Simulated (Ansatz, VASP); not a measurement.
Ti in VASP and in Ansatz

```
Ti
1.0
     0.07612    2.03000    2.03000
     2.03000    0.07612    2.03000
     2.10613    2.10613    0.00000
Ti
1
Cartesian
  0.0000 0.0000 0.0000
```

Change from the starting cell: strain +0.0750 x Voigt [0, 0, 0, 0, 0, 1], atoms carried along.

Alike in both runs: task single point; functional r2SCAN; k mesh 20 × 20 × 20; occupations gaussian, width 0.15 eV; no spin polarisation.

|  | VASP | Ansatz |
| --- | --- | --- |
| version | VASP 6.6.1 | Ansatz 0.2.0 |
| potentials or method | VASP PAW PBE potentials, release 64 (Ti_sv), cutoff 520 eV | scalar-relativistic, plane waves, PAW |
| valence electrons in the cell | 12 | 12 |

|  | VASP | Ansatz | Ansatz less VASP |
| --- | --- | --- | --- |
| gap on the k mesh at the Fermi level (eV) | none | none | - |
| pressure (GPa) | 5.0 | 4.6 | -0.43 |
| traceless stress, the component that is largest in VASP (GPa) | -5.15 | -5.13 | +0.029 |

VASP's potentials were made for PBE, not for r2SCAN. A gap of «none» marks a metal or a gap that the smearing closes.
